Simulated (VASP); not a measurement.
**Li: single point with PBE**

Li:

```
Li
1.0
    -1.75465    1.75465    1.75465
     1.75465   -1.75465    1.75465
     4.92351    4.92351   -3.50930
Li
2
Direct
  0.00000 0.00000 0.00000
  0.85638 0.85638 0.35638
```

```json
{"Program": "VASP 6.6.1", "Task": "single point", "Functional": "PBE", "Potentials or basis": "VASP PAW PBE potentials, release 64 (Li_sv)", "Cutoff": "520 eV", "k mesh": "7 × 7 × 7", "Occupations": "methfessel-paxton, width 0.1 eV", "Spin": "no spin polarisation"}
```

```yaml
Largest_force: 0.030 eV/Å
Band_gap_on_the_k_mesh: zero (bands 3 and 4 overlap by 2.81 eV)
```

Forces in eV/Å, atoms in the order of the input:
```
Li  -0.021 -0.021  0.000
Li   0.021  0.021  0.000
```

Levels at points of the mesh, in eV from the Fermi level:
```tsv
k point	band 1	band 2	band 3	band 4	band 5	band 6
(0.00, 0.00, 0.00)	-47.16	-47.15	-3.14	-0.39	-0.11	8.01
```

It took 26 s on 1 thread of Intel Xeon 8259CL, with other jobs on the host, peak memory 0.18 GiB.
